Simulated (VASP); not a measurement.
Input of a VASP 6.6.1 run:

The input INCAR:

```
SYSTEM = SiO2
ALGO = Normal ; EDIFF = 1E-6
ENCUT = 520 ; ISIF = 2
ISMEAR = 0 ; LASPH = .TRUE.
LCHARG = .FALSE. ; LREAL = .FALSE.
LWAVE = .FALSE. ; NBANDS = 25
NELM = 60 ; PREC = Accurate
SIGMA = 0.02
```

The input KPOINTS:

```
k-points
0
G
  6 6 6
  0 0 0
```

Contents of POSCAR:

```
SiO2
1.0
   -2.3170492963      2.3170492963      3.6201830197
    2.3170492963     -2.3170492963      3.6201830197
    2.3170492963      2.3170492963     -3.6201830197
Si O
2 4
Direct
    0.0000000000      0.0000000000      0.0000000000
    0.7500000000      0.2500000000      0.5000000000
    0.3750000000      0.2653705934      0.3903705934
    1.0153705934      0.6250000000      0.8903705934
    0.7346294066      0.1250000000      0.1096294066
    0.8750000000     -0.0153705934      0.6096294066
```

Potentials or basis: VASP PAW LDA potentials, release 64 (Si, O).

The run is started by

```console
$ cat potpaw_LDA.64/Si/POTCAR potpaw_LDA.64/O/POTCAR > POTCAR
$ mpirun -np 1 vasp_std > vasp.out
```

(1) Predict the largest force.

(2) What does it give for the pressure?

## Answers

(1) 0.047 eV/Å.

(2) 3.7 GPa.
